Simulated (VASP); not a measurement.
# LiNbO3 (R3c) in VASP: further runs

The runs below take LiNbO3 through single point, with PBE.

All numbers are computed with VASP 6.6.1; they aren't measurements. Logs are shortened: lines on timing, memory, paths and dates and some standing lists are left out, and cuts for length are marked.

**1. The cell of the first run**

The structure is trigonal, space group R3c (No. 161). Conventional cell: a = 5.189 Å, b = 5.189 Å, c = 13.572 Å, α = 90.00°, β = 90.00°, γ = 120.00°. Li (site symmetry 3) has 6 O at 2.08 to 2.23 Å within 2.7 Å. Within 2.5 Å of Nb (site symmetry 3) lie 6 O at 1.87 to 2.13 Å. Within 2.5 Å of O (site symmetry 1) lie 2 Nb at 1.87 to 2.13 Å and 2 Li at 2.08 to 2.23 Å.

**2. Single point, PBE (10.55 Å³/atom)**

Contents of INCAR:

```
PREC = Accurate
ENCUT = 520
EDIFF = 1E-7
ISMEAR = 0
SIGMA = 0.05
LREAL = F
LASPH = T
NELM = 100
ALGO = Normal
ISIF = 2
LWAVE = F
LCHARG = F
GGA = PE
NBANDS = 45
```

Contents of KPOINTS:

```
regular mesh
0
Gamma
  6 6 6
```

Contents of POSCAR:

```
LiNbO3
1.0
    2.5946405072      1.4980163953      4.5238422123
   -2.5946405072      1.4980163953      4.5238422123
    0.0000000000     -2.9960327905      4.5238422123
Li Nb O
2 2 6
Direct
    0.2815913687      0.2815913687      0.2815913687
    0.7815913687      0.7815913687      0.7815913687
    0.0004900497      0.0004900497      0.0004900497
    0.5004900497      0.5004900497      0.5004900497
    0.1104619503      0.3580262714      0.7211003599
    0.7211003599      0.1104619503      0.3580262714
    0.3580262714      0.7211003599      0.1104619503
    0.2211003599      0.8580262714      0.6104619503
    0.8580262714      0.6104619503      0.2211003599
    0.6104619503      0.2211003599      0.8580262714
```

Potentials or basis: VASP PAW PBE potentials, release 64 (Li_sv, Nb_sv, O).

Run with:

```
> cat potpaw_PBE.64/Li_sv/POTCAR potpaw_PBE.64/Nb_sv/POTCAR potpaw_PBE.64/O/POTCAR > POTCAR
> mpirun -np 1 vasp_std > vasp.out
```

OUTCAR:

```text
PREC = Accurate
   ENCUT = 520
   EDIFF = 1E-7
   ISMEAR = 0
   LREAL = F
   LASPH = T
   NELM = 100
   ISIF = 2
   GGA = PE

 ion  position               nearest neighbor table
   1  0.282  0.282  0.282-  10 2.08   8 2.08   9 2.08   5 2.23   7 2.23   6 2.23
   2  0.782  0.782  0.782-   6 2.08   7 2.08   5 2.08   9 2.23   8 2.23  10 2.23
   3  0.000  0.000  0.000-   6 1.87   5 1.87   7 1.87   8 2.13   9 2.13  10 2.13
   4  0.500  0.500  0.500-  10 1.87   9 1.87   8 1.87   7 2.13   5 2.13   6 2.13
   5  0.110  0.358  0.721-   3 1.87   2 2.08   4 2.13   1 2.23
   6  0.721  0.110  0.358-   3 1.87   2 2.08   4 2.13   1 2.23
   7  0.358  0.721  0.110-   3 1.87   2 2.08   4 2.13   1 2.23
   8  0.221  0.858  0.610-   4 1.87   1 2.08   3 2.13   2 2.23
   9  0.858  0.610  0.221-   4 1.87   1 2.08   3 2.13   2 2.23
  10  0.610  0.221  0.858-   4 1.87   1 2.08   3 2.13   2 2.23

  LATTYP: Found a trigonal (rhomboedric) cell.
 ALAT       =     5.4259893885
 COS(alpha) =     0.5426733569

  Lattice vectors:

 A1 = (   2.5946405072,   1.4980163953,   4.5238422123)
 A2 = (  -2.5946405072,   1.4980163953,   4.5238422123)
 A3 = (   0.0000000000,  -2.9960327905,   4.5238422123)

Analysis of symmetry for initial positions (statically):
=====================================================================
 Subroutine PRICEL returns:
 Original cell was already a primitive cell.

 Routine SETGRP: Setting up the symmetry group for a
 trigonal (rhombohedral) supercell.

 Subroutine GETGRP returns: Found  6 space group operations
 (whereof  3 operations were pure point group operations)
 out of a pool of 12 trial point group operations.

The static configuration has the point symmetry C_3 .
 The point group associated with its full space group is C_3v.

Analysis of symmetry for dynamics (positions and initial velocities):
=====================================================================
 Subroutine PRICEL returns:
 Original cell was already a primitive cell.

 Routine SETGRP: Setting up the symmetry group for a
 trigonal (rhombohedral) supercell.

 Subroutine GETGRP returns: Found  6 space group operations
 (whereof  3 operations were pure point group operations)
 out of a pool of 12 trial point group operations.

The dynamic configuration has the point symmetry C_3 .
 The point group associated with its full space group is C_3v.

 Subroutine INISYM returns: Found  6 space group operations
 (whereof  3 operations are pure point group operations),
 and found     1 'primitive' translations

----------------------------------------------------------------------------------------

                                     Primitive cell

  volume of cell :     105.5000

  direct lattice vectors                    reciprocal lattice vectors
     2.594640507  1.498016395  4.523842212     0.192704923  0.111258239  0.073683678
    -2.594640507  1.498016395  4.523842212    -0.192704923  0.111258239  0.073683678
     0.000000000 -2.996032791  4.523842212     0.000000000 -0.222516479  0.073683678

  length of vectors
     5.425989388  5.425989388  5.425989388     0.234398950  0.234398950  0.234398950

  position of ions in fractional coordinates (direct lattice)
     0.281591369  0.281591369  0.281591369
     0.781591369  0.781591369  0.781591369
     0.000490050  0.000490050  0.000490050
     0.500490050  0.500490050  0.500490050
     0.110461950  0.358026271  0.721100360
     0.721100360  0.110461950  0.358026271
     0.358026271  0.721100360  0.110461950
     0.221100360  0.858026271  0.610461950
     0.858026271  0.610461950  0.221100360
     0.610461950  0.221100360  0.858026271

  ion indices of the primitive-cell ions
   primitive index   ion index
                 1           1
                 2           2
                 3           3
                 4           4
                 5           5
                 6           6
                 7           7
                 8           8
                 9           9
                10          10

----------------------------------------------------------------------------------------

 KPOINTS: regular mesh

Automatic generation of k-mesh.
 Grid dimensions read from file:
 generate k-points for:    6    6    6

 Generating k-lattice:

  Cartesian coordinates                     Fractional coordinates (reciprocal lattice)
     0.032117487  0.018543040  0.012280613     0.166666667  0.000000000  0.000000000
    -0.032117487  0.018543040  0.012280613     0.000000000  0.166666667  0.000000000
     0.000000000 -0.037086080  0.012280613     0.000000000  0.000000000  0.166666667

  Length of vectors
     0.039066492  0.039066492  0.039066492

  Shift w.r.t. Gamma in fractional coordinates (k-lattice)
     0.000000000  0.000000000  0.000000000

 Subroutine IBZKPT returns following result:
 ===========================================

 Found     32 irreducible k-points:

 Following reciprocal coordinates:
            Coordinates               Weight
  0.000000  0.000000  0.000000      1.000000
  0.166667  0.000000 -0.000000      6.000000
  0.333333 -0.000000  0.000000      6.000000
  0.500000  0.000000  0.000000      3.000000
  0.166667  0.166667  0.000000      6.000000
  0.333333  0.166667  0.000000     12.000000
[... 16 lines left out ...]
  0.500000  0.500000  0.166667      6.000000
 -0.333333  0.500000  0.166667     12.000000
 [... further k-points ...]
   k-points           NKPTS =     32   k-points in BZ     NKDIM =     32   number of bands    NBANDS=     45
   number of dos      NEDOS =    301   number of ions     NIONS =     10
   total plane-waves  NPLWV =  64000
   dimension x,y,z NGX =    40 NGY =   40 NGZ =   40
   dimension x,y,z NGXF=    80 NGYF=   80 NGZF=   80
   ions per type =               2   2   6
   NGX,Y,Z   is equivalent  to a cutoff of  12.26, 12.26, 12.26 a.u.
   NGXF,Y,Z  is equivalent  to a cutoff of  24.51, 24.51, 24.51 a.u.
 SYSTEM =  unknown system
   PREC   = accura    normal or accurate (medium, high low for compatibility)
   ISTART =      0    job   : 0-new  1-cont  2-samecut
   ICHARG =      2    charge: 1-file 2-atom 10-const
   ISPIN  =      1    spin polarized calculation?
   LNONCOLLINEAR =      F non collinear calculations
   LSORBIT =      F    spin-orbit coupling
   LASPH  =      T    aspherical Exc in radial PAW
   ENCUT  =  520.0 eV  38.22 Ry    6.18 a.u.  10.09 10.09 10.09*2*pi/ulx,y,z
   NELM   =    100;   NELMIN=  2; NELMDL= -5     # of ELM steps
   EDIFF  = 0.1E-06   stopping-criterion for ELM
   LREAL  =      F    real-space projection
   EDIFFG = 0.1E-05   stopping-criterion for IOM
   NSW    =      0    number of steps for IOM
   IBRION =     -1    ionic relax: 0-MD 1-quasi-New 2-CG
   NFREE  =      0    steps in history (QN), initial steepest desc. (CG)
   ISIF   =      2    stress and relaxation
   ISYM   =      2    0-nonsym 1-usesym 2-fastsym
   POTIM  = 0.5000    time-step for ionic-motion
   TEBEG  =    0.0;   TEEND  =   0.0 temperature during run
   PSTRESS=    0.0 pullay stress
   NELECT =      68.0000    total number of electrons
   NUPDOWN=      -1.0000    fix difference up-down
   EMIN   =  10.00;   EMAX   =-10.00  energy-range for DOS
   EFERMI =   0.00;   METHOD = LEGACY
   ISMEAR =     0;   SIGMA  =   0.05  broadening in eV -4-tet -1-fermi 0-gaus
   EFERMI_NEDOS =   21; number of points for ismear=-14 and -15
   IALGO  =     38    algorithm
   IMIX   =      4    mixing-type and parameters
     AMIX     =   0.40;   BMIX     =  1.00
     AMIX_MAG =   1.60;   BMIX_MAG =  1.00
  volume/ion in A,a.u.               =      10.55        71.19
  Fermi-wavevector in a.u.,A,eV,Ry     =   1.414144  2.672345 27.208977  1.999803
  Thomas-Fermi vector in A             =   2.535717
   LORBIT       =      0    0 simple, 1 ext, 2 COOP (PROOUT), +10 PAW based schemes
   GGA     = PE    functional components
   LHFCALC =     F    Hartree Fock is set to
   AEXX    =    0.0000 exact exchange contribution
   IVDW    =     0    specifies the selected vdW correction
   LEPSILON=     F    determine dielectric tensor
   LRPA    =     F    only Hartree local field effects (RPA)
 non-spin polarized calculation
 Gauss-broadening in eV      SIGMA  =   0.05
  energy-cutoff  :      520.00
  volume of cell :      105.50
 maximum number of plane-waves:      2908
   NGX = 21   NGY = 21   NGZ = 21

 number of electron      67.9999985 magnetization

 Free energy of the ion-electron system (eV)
  ---------------------------------------------------
  ext. energy  EPLUGINS =         0.00000000
  ---------------------------------------------------
  free energy    TOTEN  =       -79.94743081 eV

  energy without entropy =      -79.94743081  energy(sigma->0) =      -79.94743081

 E-fermi :   3.8883     XC(G=0): -10.8343

 val. band max:        3.6058152493   @ k =   0.1667   0.1667   0.1667
 cond. band min:       7.2801224101   @ k =   0.5000   0.3333   0.0000
 fundamental gap:      3.6743071609
 Fermi energy:         3.8882610187

 k-point     1 :       0.0000    0.0000    0.0000
  band No.  band energies     occupation
      1     -50.4889      2.00000
      2     -50.4728      2.00000
      3     -39.0069      2.00000
      4     -39.0043      2.00000
      5     -26.8181      2.00000
      6     -26.8181      2.00000
[... 37 lines left out ...]
     44      13.7013      0.00000
     45      13.8448      0.00000

 k-point     2 :       0.1667    0.0000   -0.0000
  band No.  band energies     occupation
      1     -50.4878      2.00000
      2     -50.4738      2.00000
      3     -39.0068      2.00000
      4     -39.0045      2.00000
      5     -26.8086      2.00000
      6     -26.8073      2.00000
[... 1048 lines left out ...]
 k-point    24 :      -0.3333    0.5000    0.1667
  band No.  band energies     occupation
      1     -50.4821      2.00000
      2     -50.4794      2.00000
      3     -39.0059      2.00000
      4     -39.0054      2.00000
      5     -26.8194      2.00000
      6     -26.8178      2.00000
[... 37 lines left out ...]
     44      13.2765      0.00000
     45      14.0985      0.00000

 [... further k-points ...]

------------------------ aborting loop because EDIFF is reached ----------------------------------------

  FORCE on cell =-STRESS in cart. coord.  units (eV):
  Direction    XX          YY          ZZ          XY          YZ          ZX
  --------------------------------------------------------------------------------------
  -------------------------------------------------------------------------------------
  Total        2.9090435      2.9090435      5.7191726      0.0000000      0.0000000      0.0000000
  in kB       44.1782321     44.1782321     86.8542996      0.0000000      0.0000000      0.0000000
  external PRESSURE =      58.4035880 kB  Pullay stress =       0.0000000 kB

 VOLUME and BASIS-vectors are now :
 -----------------------------------------------------------------------------
  energy-cutoff  :      520.00
  volume of cell :      105.50
      direct lattice vectors                 reciprocal lattice vectors
     2.594640507  1.498016395  4.523842212     0.192704923  0.111258239  0.073683678
    -2.594640507  1.498016395  4.523842212    -0.192704923  0.111258239  0.073683678
     0.000000000 -2.996032791  4.523842212     0.000000000 -0.222516479  0.073683678

 POSITION                                       TOTAL-FORCE (eV/Angst)
 -----------------------------------------------------------------------------------
      0.00000      0.00000      3.82162         0.000000     -0.000000     -0.050238
      0.00000      0.00000     10.60739         0.000000     -0.000000     -0.050238
      0.00000      0.00000      0.00665         0.000000     -0.000000     -0.263499
      0.00000      0.00000      6.79241         0.000000     -0.000000     -0.263499
     -0.64234     -1.45864      5.38151        -0.176727      0.271477      0.104579
      1.58439      0.17304      5.38151        -0.146742     -0.288788      0.104579
     -0.94205      1.28560      5.38151         0.323469      0.017312      0.104579
     -1.65259     -0.21241      7.64343        -0.323469      0.017312      0.104579
      0.64234      1.53740      7.64343         0.176727      0.271477      0.104579
      1.01025     -1.32498      7.64343         0.146742     -0.288788      0.104579
 -----------------------------------------------------------------------------------
    total drift:                               -0.000000      0.000000      0.000907

  FREE ENERGIE OF THE ION-ELECTRON SYSTEM (eV)
  ---------------------------------------------------
  free  energy   TOTEN  =       -79.9474308060 eV

  energy  without entropy=      -79.9474308060  energy(sigma->0) =      -79.94743081
```

Wall time 3.8 min (1 thread of Intel Xeon Platinum 8488C (Sapphire Rapids), shared host); peak memory 0.31 GiB.

What came out:

```
Free energy            : -79.9474 eV
Largest force          : 0.340 eV/Å
Band gap on the k mesh : 3.67 eV (least direct gap 3.73 eV)
```

Forces on the atoms (eV/Å):
```
Li   0.000  0.000 -0.050
Li   0.000  0.000 -0.050
Nb   0.000  0.000 -0.263
Nb   0.000  0.000 -0.263
O   -0.177  0.271  0.105
O   -0.147 -0.289  0.105
O    0.323  0.017  0.105
O   -0.323  0.017  0.105
O    0.177  0.271  0.105
O    0.147 -0.289  0.105
```

Caveat: the cutoff is under 1.25 times the usual one of these potentials, so pressure, stress and relaxed cells hold a basis-set (Pulay) error.

**3. Single point, PBE (10.55 Å³/atom)**

Contents of INCAR:

```
SYSTEM = LiNbO3
ALGO = Normal
EDIFF = 1E-6
ENCUT = 520
GGA = PE
ISIF = 2
ISMEAR = 0
LASPH = .TRUE.
LCHARG = .FALSE.
LREAL = .FALSE.
LWAVE = .FALSE.
NBANDS = 45
NELM = 60
PREC = Accurate
SIGMA = 0.05
```

Contents of KPOINTS:

```
k-points
0
G
  6 6 6
  0 0 0
```

POSCAR: that of step 2 with these lines changed.

```diff
@@ -2,5 +2,5 @@
 1.0
-    2.5946405072      1.4980163953      4.5238422123
-   -2.5946405072      1.4980163953      4.5238422123
-    0.0000000000     -2.9960327905      4.5238422123
+    2.5127562687      1.4507405082      4.8234869334
+   -2.5127562687      1.4507405082      4.8234869334
+    0.0000000000     -2.9014810163      4.8234869334
 Li Nb O
```

Potentials or basis: VASP PAW PBE potentials, release 64 (Li_sv, Nb_sv, O).

Run with:

```
> cat potpaw_PBE.64/Li_sv/POTCAR potpaw_PBE.64/Nb_sv/POTCAR potpaw_PBE.64/O/POTCAR > POTCAR
> mpirun -np 1 vasp_std > vasp.out
```

It took 5.5 min on 1 thread of Intel Xeon Platinum 8488C (Sapphire Rapids), shared host; peak memory 0.31 GiB.

It converged, with:

* Free energy: -79.7868 eV
* Largest force: 0.676 eV/Å
* Band gap on the k mesh: 3.67 eV (least direct gap 3.68 eV)

Forces on the atoms (eV/Å):
```
Li   0.000  0.000  0.072
Li   0.000  0.000  0.072
Nb   0.000  0.000 -0.584
Nb   0.000  0.000 -0.584
O   -0.470  0.455  0.171
O   -0.159 -0.634  0.171
O    0.629  0.180  0.171
O   -0.629  0.180  0.171
O    0.470  0.455  0.171
O    0.159 -0.634  0.171
```

Levels at points of the mesh, in eV from the valence-band top:
| k point | band 30 | band 31 | band 32 | band 33 | band 34 | band 35 | band 36 | band 37 | band 38 | band 39 |
| --- | --- | --- | --- | --- | --- | --- | --- | --- | --- | --- |
| (0.00, 0.00, 0.00) | -0.70 | -0.70 | -0.56 | 0.00 | 0.00 | 3.68 | 3.68 | 4.39 | 5.33 | 5.33 |
| (0.50, 0.00, 0.00) | -0.64 | -0.41 | -0.41 | -0.24 | -0.24 | 3.97 | 3.97 | 4.84 | 4.84 | 5.05 |
| (0.50, 0.50, 0.00) | -1.05 | -0.74 | -0.63 | -0.50 | -0.20 | 3.80 | 4.25 | 4.63 | 4.84 | 5.35 |
| (0.50, 0.50, 0.50) | -0.69 | -0.28 | -0.28 | -0.28 | -0.28 | 4.90 | 4.90 | 4.95 | 4.95 | 4.95 |

Caveat: the cutoff is under 1.25 times the usual one of these potentials, so pressure, stress and relaxed cells hold a basis-set (Pulay) error.
